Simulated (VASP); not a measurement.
Runs of VASP 6.6.1 on BeS. The structure is that of space group F-43m (No. 216), or close to it. The cells are those of the table. 

```csv
task,cell,cutoff (eV),smearing,gap on the mesh (eV),pressure (GPa)
single point,"a = 3.559 Å, angles 60.0°, 2 atoms",600,gaussian 0.02 eV,3.33,(a)
single point,"a = 3.413 Å, angles 60.0°, 2 atoms",600,gaussian 0.02 eV,3.08,3.0
relaxation of cell and atoms,"relaxed from a = 3.445 Å, angles 60.0°, 2 atoms",600,gaussian 0.02 eV,3.15,-0.1
single point,"a = 3.341 Å, angles 60.0°, 2 atoms",600,gaussian 0.02 eV,(b),10.5
```

Alike in all rows: level PBE; potentials or basis VASP PAW PBE potentials, release 64 (Be, S); no spin polarisation; k mesh 8 × 8 × 8.

Question: Fill in the values left out.

Answer: (a) -7.4; (b) 2.92.

A k mesh can miss the band edges.
